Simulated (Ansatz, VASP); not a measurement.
**Ti2Co in VASP and in Ansatz**

INCAR

```
ALGO = Normal
EDIFF = 1E-6
ENCUT = 520
GGA = PS
ISIF = 2
ISMEAR = 0
ISPIN = 2
LASPH = T
LCHARG = T
LELF = T
LMAXMIX = 4
LORBIT = 11
LREAL = F
LVHAR = T
LWAVE = F
MAGMOM = 0 0 0 0 0.59 0.59
NBANDS = 46
NELM = 150
PREC = Accurate
SIGMA = 0.2
```

Contents of KPOINTS:

```
k-points
0
Gamma
  5 5 5
```

The input POSCAR:

```
Ti2Co
1.0
    0.0000000000      3.3650000000      3.3650000000
    3.3650000000      0.0000000000      3.3650000000
    3.3650000000      3.3650000000      0.0000000000
Ti Co
4 2
Direct
    0.1250000000      0.1250000000      0.1250000000
    0.6250000000      0.1250000000      0.1250000000
    0.1250000000      0.1250000000      0.6250000000
    0.1250000000      0.6250000000      0.1250000000
    0.5000000000      0.5000000000      0.5000000000
    0.7500000000      0.7500000000      0.7500000000
```

Input for Ansatz:

```yaml
crystal:
  lattice:
    - [0.0, 3.365, 3.365]
    - [3.365, 0.0, 3.365]
    - [3.365, 3.365, 0.0]
  atoms:
    - { symbol: Ti, position: [0.125, 0.125, 0.125] }
    - { symbol: Ti, position: [0.625, 0.125, 0.125] }
    - { symbol: Ti, position: [0.125, 0.125, 0.625] }
    - { symbol: Ti, position: [0.125, 0.625, 0.125] }
    - { symbol: Co, position: [0.5, 0.5, 0.5], spin: 0.59 }
    - { symbol: Co, position: [0.75, 0.75, 0.75], spin: 0.59 }
basis:
  ecutwfc: 420
kpoints:
  mp_grid: { grid: [5, 5, 5] }
hamiltonian:
  xc: pbesol
scf:
  occupations: { method: gaussian, width: 0.2 }
output:
  forces: true
  stress: true
  eigenvalues: true
  populations: true
magnetization:
  spin_polarized: true
```

Alike in both runs: task single point; functional PBEsol; k mesh 5 × 5 × 5; occupations gaussian, width 0.2 eV; collinear spin.

|  | VASP | Ansatz |
| --- | --- | --- |
| version | VASP 6.6.1 | Ansatz 0.2.0 |
| potentials or method | VASP PAW PBE potentials, release 64 (Ti_sv, Co), cutoff 520 eV | scalar-relativistic, plane waves, PAW |
| valence electrons in the cell | 66 | 82 |

|  | VASP | Ansatz | Ansatz less VASP |
| --- | --- | --- | --- |
| gap on the k mesh at the Fermi level (eV) | none | none | - |
| pressure (GPa) | 16.1 | 16.3 | +0.13 |
| net moment per atom (μB) | 0.19 | 0.19 | +0.005 |
| size of the moment on the site where the two differ most (μB) | 0.51 | 0.54 | +0.026 |

VASP's potentials were made for PBE, not for PBEsol. Site moments also hang on the region over which each program counts them. A gap of «none» marks a metal or a gap that the smearing closes. VASP's potentials hold 66 valence electrons a cell and Ansatz's 82, so a difference there can come from the potentials and not from the codes.
